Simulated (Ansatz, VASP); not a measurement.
## One calculation of Pt, two programs

INCAR

```
SYSTEM = Pt
  PREC = Accurate
  ENCUT = 520
  EDIFF = 1E-7
  ISMEAR = 0
  SIGMA = 0.15
  LREAL = .FALSE.
  LASPH = .TRUE.
  NELM = 80
  ALGO = Normal
  ISIF = 2
  LWAVE = .FALSE.
  LCHARG = .FALSE.
  GGA = PS
  NBANDS = 11
```

File KPOINTS:

```
Automatic mesh
0
G
  20 20 20
  0 0 0
```

Contents of POSCAR:

```
Pt
1.0
    0.0000000000      2.0068475000      2.0068475000
    2.0068475000      0.0000000000      2.0068475000
    2.0068475000      2.0068475000      0.0000000000
Pt
1
Direct
    0.0000000000      0.0000000000      0.0000000000
```

Input for Ansatz:

```yaml
crystal:
  lattice:
    - [0.0, 2.0068475, 2.0068475]
    - [2.0068475, 0.0, 2.0068475]
    - [2.0068475, 2.0068475, 0.0]
  atoms:
    - { symbol: Pt, position: [0.0, 0.0, 0.0] }
basis:
  ecutwfc: 420
kpoints:
  mp_grid: { grid: [20, 20, 20] }
hamiltonian:
  xc: pbesol
scf:
  occupations: { method: gaussian, width: 0.15 }
output:
  forces: true
  stress: true
  eigenvalues: true
```

Change from the starting cell: strain +0.025 along x and y, +0.025 along z, atoms carried along.

Alike in both runs: task single point; functional PBEsol; k mesh 20 × 20 × 20; occupations gaussian, width 0.15 eV; no spin polarisation.

|  | VASP | Ansatz |
| --- | --- | --- |
| version | VASP 6.6.1 | Ansatz 0.2.0 |
| potentials or method | VASP PAW PBE potentials, release 64 (Pt), cutoff 520 eV | scalar-relativistic, plane waves, PAW |
| valence electrons in the cell | 10 | 18 |

Ansatz gave:

```
gap on the k mesh at the Fermi level (eV) : none
pressure (GPa)                            : -17.0
```

Q: Estimate VASP's values.

A: gap on the k mesh at the Fermi level (eV): none; pressure (GPa): -17.4.

VASP's potentials were made for PBE, not for PBEsol. A gap of «none» marks a metal or a gap that the smearing closes. The functional is the same, so the differences come from potentials, cutoffs and numerics. VASP's potentials hold 10 valence electrons a cell and Ansatz's 18, so a difference there can come from the potentials and not from the codes.

Neither program's run includes spin-orbit coupling.
